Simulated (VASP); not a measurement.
# PtSe2 (P2_1/m) in VASP: single point with PBE+D3(BJ)

Aim: the single point of PtSe2 with PBE+D3(BJ).

Program: VASP 6.6.1. These are calculated values, not measurements. Logs are shortened: lines on timing, memory, paths and dates and some standing lists are left out, and cuts for length are marked.

## 1. The cell of the first run

Symmetry: P2_1/m, No. 11, monoclinic system. Conventional cell: a = 4.822 Å, b = 3.772 Å, c = 6.532 Å, α = 90.00°, β = 90.00°, γ = 90.00°. Within 3.3 Å of Pt (site symmetry m) lie 6 Se at 2.52 to 2.55 Å. Se (site symmetry m) has 3 Pt at 2.52 to 2.54 Å and 6 Se at 3.14 to 3.36 Å within 3.4 Å. Within 3.4 Å of Se (site symmetry m) lie 3 Pt at 2.52 to 2.55 Å and 6 Se at 3.00 to 3.40 Å.

## 2. Single point, PBE+D3(BJ) (atoms displaced along a vibrational mode)

INCAR reads:

```
ALGO = Normal ; EDIFF = 1E-6
ENCUT = 500 ; GGA = PE
GGA_COMPAT = F ; ISIF = 2
ISMEAR = 0 ; IVDW = 12
LASPH = T ; LCHARG = F
LREAL = F ; LWAVE = F
NBANDS = 31 ; NELM = 120
PREC = Accurate ; SIGMA = 0.15
```

KPOINTS reads:

```
k-points
0
Gamma
  10 8 6
```

POSCAR reads:

```
PtSe2
1.0
   -3.7715031148      0.0000000000      0.0000000000
    0.0000000000      0.0000000000     -4.8219239346
    0.0000000000     -6.5324350157      0.0000000000
Pt Se
2 4
Direct
    0.0000000000      0.0303461602     -0.0021510389
    0.5000000000     -0.0303461602      0.5021510389
    0.5000000000      0.7463346683      0.1531984896
    0.0000000000      0.7226231123      0.6801348438
    0.0000000000      0.2536653317      0.3468015104
    0.5000000000      0.2773768877      0.8198651562
```

Potentials or basis: VASP PAW PBE potentials, release 64 (Pt, Se).

On the command line:

```
$ cat potpaw_PBE.64/Pt/POTCAR potpaw_PBE.64/Se/POTCAR > POTCAR
$ mpirun -np 1 vasp_std > vasp.out
```

OUTCAR:

```text
EDIFF = 1E-6
   ENCUT = 500
   GGA = PE
   ISIF = 2
   ISMEAR = 0
   IVDW = 12
   LASPH = T
   LREAL = F
   NELM = 120
   PREC = Accurate
 IVDW          = 12

 ion  position               nearest neighbor table
   1  0.000  0.030  0.998-   6 2.52   6 2.52   5 2.52   3 2.54   3 2.54   4 2.55
   2  0.500  0.970  0.502-   4 2.52   4 2.52   3 2.52   5 2.54   5 2.54   6 2.55
   3  0.500  0.746  0.153-   2 2.52   1 2.54   1 2.54
   4  0.000  0.723  0.680-   2 2.52   2 2.52   1 2.55
   5  0.000  0.254  0.347-   1 2.52   2 2.54   2 2.54
   6  0.500  0.277  0.820-   1 2.52   1 2.52   2 2.55

  LATTYP: Found a simple orthorhombic cell.
 ALAT       =     3.7715031148
 B/A-ratio  =     1.2785151670
 C/A-ratio  =     1.7320508076

  Lattice vectors:

 A1 = (  -3.7715031148,   0.0000000000,   0.0000000000)
 A2 = (   0.0000000000,   0.0000000000,  -4.8219239346)
 A3 = (   0.0000000000,  -6.5324350157,   0.0000000000)

Analysis of symmetry for initial positions (statically):
=====================================================================
 Subroutine PRICEL returns:
 Original cell was already a primitive cell.

 Routine SETGRP: Setting up the symmetry group for a
 simple orthorhombic supercell.

 Subroutine GETGRP returns: Found  4 space group operations
 (whereof  2 operations were pure point group operations)
 out of a pool of  8 trial point group operations.

The static configuration has the point symmetry C_1h.
 The point group associated with its full space group is C_2h.

Analysis of symmetry for dynamics (positions and initial velocities):
=====================================================================
 Subroutine PRICEL returns:
 Original cell was already a primitive cell.

 Routine SETGRP: Setting up the symmetry group for a
 simple orthorhombic supercell.

 Subroutine GETGRP returns: Found  4 space group operations
 (whereof  2 operations were pure point group operations)
 out of a pool of  8 trial point group operations.

The dynamic configuration has the point symmetry C_1h.
 The point group associated with its full space group is C_2h.

 Subroutine INISYM returns: Found  4 space group operations
 (whereof  2 operations are pure point group operations),
 and found     1 'primitive' translations

----------------------------------------------------------------------------------------

                                     Primitive cell

  volume of cell :     118.7982

[... 98 lines left out ...]
   EDIFFG = 0.1E-04   stopping-criterion for IOM
   NSW    =      0    number of steps for IOM
   IBRION =     -1    ionic relax: 0-MD 1-quasi-New 2-CG
   NFREE  =      0    steps in history (QN), initial steepest desc. (CG)
   ISIF   =      2    stress and relaxation
   ISYM   =      2    0-nonsym 1-usesym 2-fastsym
   POTIM  = 0.5000    time-step for ionic-motion
   TEBEG  =    0.0;   TEEND  =   0.0 temperature during run
   PSTRESS=    0.0 pullay stress
   NELECT =      44.0000    total number of electrons
   NUPDOWN=      -1.0000    fix difference up-down
   EMIN   =  10.00;   EMAX   =-10.00  energy-range for DOS
   EFERMI =   0.00;   METHOD = LEGACY
   ISMEAR =     0;   SIGMA  =   0.15  broadening in eV -4-tet -1-fermi 0-gaus
   EFERMI_NEDOS =   21; number of points for ismear=-14 and -15
   IALGO  =     38    algorithm
   IMIX   =      4    mixing-type and parameters
     AMIX     =   0.40;   BMIX     =  1.00
     AMIX_MAG =   1.60;   BMIX_MAG =  1.00
  volume/ion in A,a.u.               =      19.80       133.61
  Fermi-wavevector in a.u.,A,eV,Ry     =   1.175680  2.221713 18.806288  1.382223
  Thomas-Fermi vector in A             =   2.312056
   LORBIT       =      0    0 simple, 1 ext, 2 COOP (PROOUT), +10 PAW based schemes
   GGA     = PE    functional components
   LHFCALC =     F    Hartree Fock is set to
   AEXX    =    0.0000 exact exchange contribution
   IVDW    =    12    specifies the selected vdW correction
   LEPSILON=     F    determine dielectric tensor
   LRPA    =     F    only Hartree local field effects (RPA)
 non-spin polarized calculation
 Gauss-broadening in eV      SIGMA  =   0.15
  energy-cutoff  :      500.00
  volume of cell :      118.80
 maximum number of plane-waves:      3052
   NGX = 13   NGY = 17   NGZ = 23

 number of electron      43.9999995 magnetization

 Free energy of the ion-electron system (eV)
  ---------------------------------------------------
  ext. energy  EPLUGINS =         0.00000000
  ---------------------------------------------------
  free energy    TOTEN  =       -28.18280501 eV

  energy without entropy =      -28.16572407  energy(sigma->0) =      -28.17426454

 E-fermi :   6.6606     XC(G=0): -10.8287

 val. band max:        6.6595921065   @ k =   0.4000   0.0000   0.0000
 cond. band min:       6.6674897792   @ k =  -0.2000   0.1250  -0.1667
 fundamental gap:      0.0078976727
 Fermi energy:         6.6606231176

 k-point     1 :       0.0000    0.0000    0.0000
  band No.  band energies     occupation
      1      -8.9861      2.00000
      2      -7.1730      2.00000
      3      -6.8710      2.00000
      4      -5.8752      2.00000
      5      -0.3903      2.00000
      6      -0.3310      2.00000
[... 805 lines left out ...]
     30      13.4760      0.00000
     31      14.2620      0.00000

 [... further k-points ...]

------------------------ aborting loop because EDIFF is reached ----------------------------------------

 Edisp (eV)   -2.93999

 E8    (eV) :    -1.2629

  FORCE on cell =-STRESS in cart. coord.  units (eV):
  Direction    XX          YY          ZZ          XY          YZ          ZX
  --------------------------------------------------------------------------------------
  -------------------------------------------------------------------------------------
  Total       0.03330     0.08007    -0.07505     0.00000    -0.06989     0.00000
  in kB       0.44908     1.07993    -1.01223     0.00000    -0.94260     0.00000
  external pressure =        0.17 kB  Pullay stress =        0.00 kB

 VOLUME and BASIS-vectors are now :
 -----------------------------------------------------------------------------
  energy-cutoff  :      500.00
  volume of cell :      118.80
      direct lattice vectors                 reciprocal lattice vectors
    -3.771503115  0.000000000  0.000000000    -0.265146274  0.000000000  0.000000000
     0.000000000  0.000000000 -4.821923935     0.000000000  0.000000000 -0.207386100
     0.000000000 -6.532435016  0.000000000     0.000000000 -0.153082273  0.000000000

 POSITION                                       TOTAL-FORCE (eV/Angst)
 -----------------------------------------------------------------------------------
      0.00000     -6.51838     -0.14633         0.000000     -0.096354      1.018330
     -1.88575     -3.28027     -4.67560         0.000000      0.096354     -1.018330
     -1.88575     -1.00076     -3.59877         0.000000     -0.180607      0.061879
      0.00000     -4.44294     -3.48443         0.000000      0.326204     -0.266808
      0.00000     -2.26546     -1.22315         0.000000      0.180607     -0.061879
     -1.88575     -5.35572     -1.33749         0.000000     -0.326204      0.266808
 -----------------------------------------------------------------------------------
    total drift:                               -0.000000     -0.000000     -0.000000

  FREE ENERGIE OF THE ION-ELECTRON SYSTEM (eV)
  ---------------------------------------------------
  free  energy   TOTEN  =       -31.1227974198 eV

  energy  without entropy=      -31.1057164790  energy(sigma->0) =      -31.11425695
```

OSZICAR:

```text
N       E                     dE             d eps       ncg     rms          rms(c)
DAV:   1     0.240531445828E+03    0.24053E+03   -0.19564E+04  9680   0.123E+03
DAV:   2    -0.151438349110E+02   -0.25568E+03   -0.24453E+03 11642   0.242E+02
DAV:   3    -0.294214113340E+02   -0.14278E+02   -0.13977E+02 11775   0.553E+01
DAV:   4    -0.296018571415E+02   -0.18045E+00   -0.18026E+00 11334   0.692E+00
DAV:   5    -0.296043051600E+02   -0.24480E-02   -0.24477E-02 11929   0.776E-01    0.171E+01
DAV:   6    -0.286374153828E+02    0.96689E+00   -0.84743E+00  9784   0.213E+01    0.112E+01
DAV:   7    -0.282162838793E+02    0.42113E+00   -0.17904E+00  9861   0.107E+01    0.520E+00
DAV:   8    -0.281917289690E+02    0.24555E-01   -0.14926E-01 11387   0.185E+00    0.123E+00
DAV:   9    -0.281823920937E+02    0.93369E-02   -0.25417E-02 10995   0.126E+00    0.270E-01
DAV:  10    -0.281827467792E+02   -0.35469E-03   -0.39101E-03 11583   0.292E-01    0.852E-02
DAV:  11    -0.281828075456E+02   -0.60766E-04   -0.12161E-04 11276   0.670E-02    0.466E-02
DAV:  12    -0.281828035597E+02    0.39860E-05   -0.28410E-05 11471   0.378E-02    0.124E-02
DAV:  13    -0.281828047328E+02   -0.11731E-05   -0.65256E-06 11342   0.123E-02    0.276E-03
DAV:  14    -0.281828050102E+02   -0.27745E-06   -0.39055E-07  6901   0.424E-03
   1 F= -.31122797E+02 E0= -.31114257E+02  d E =-.170809E-01
```

Wall time 7.5 min (1 thread of Oxide Virtual Turin-like, shared host); peak memory 0.51 GiB.

What came out:

```
Free energy                : -31.1228 eV
Pressure                   : 0.0 GPa
Largest force              : 1.023 eV/Å
Band gap on the k mesh     : zero (bands 22 and 23 overlap by 0.52 eV)
Dispersion energy per atom : -0.490 eV
```

Forces in eV/Å, atoms in the order of the input:
```
Pt   0.000 -0.096  1.018
Pt   0.000  0.096 -1.018
Se   0.000 -0.181  0.062
Se   0.000  0.326 -0.267
Se   0.000  0.181 -0.062
Se   0.000 -0.326  0.267
```

Levels at points of the mesh, in eV from the Fermi level:
| k point | band 18 | band 19 | band 20 | band 21 | band 22 | band 23 | band 24 | band 25 | band 26 | band 27 |
| --- | --- | --- | --- | --- | --- | --- | --- | --- | --- | --- |
| (0.00, 0.00, 0.00) | -2.88 | -2.33 | -0.96 | -0.89 | 0.40 | 0.95 | 1.09 | 1.14 | 2.49 | 3.38 |
| (0.50, 0.00, 0.00) | -3.18 | -2.10 | -2.10 | -0.78 | -0.78 | 0.19 | 0.19 | 0.91 | 0.91 | 4.22 |
| (0.00, 0.50, 0.00) | -2.46 | -1.75 | -1.65 | -1.56 | -1.07 | 0.63 | 1.43 | 2.27 | 2.39 | 4.77 |
| (0.50, 0.50, 0.00) | -2.88 | -2.68 | -2.68 | -2.00 | -2.00 | 1.73 | 1.73 | 2.04 | 2.04 | 5.61 |
| (0.00, 0.00, 0.50) | -1.90 | -1.90 | -1.79 | -1.41 | -1.25 | 1.48 | 1.61 | 1.65 | 2.03 | 4.83 |
| (0.50, 0.00, 0.50) | -3.16 | -2.96 | -2.96 | -2.77 | -2.77 | 0.55 | 0.55 | 2.46 | 2.46 | 4.98 |
| (0.00, 0.50, 0.50) | -1.69 | -1.24 | -1.18 | -1.08 | -0.93 | 0.26 | 0.84 | 1.10 | 1.17 | 4.20 |
| (0.50, 0.50, 0.50) | -2.99 | -2.46 | -2.46 | -1.02 | -1.02 | 0.68 | 0.68 | 1.48 | 1.48 | 4.39 |

Caveat: the cell differs from its parent crystal (atoms displaced along a vibrational mode); spin-orbit coupling is left out, which moves the levels of the heavy elements; forces of over 1 eV/Å act on the atoms, so gaps and moduli don't describe the material at rest.
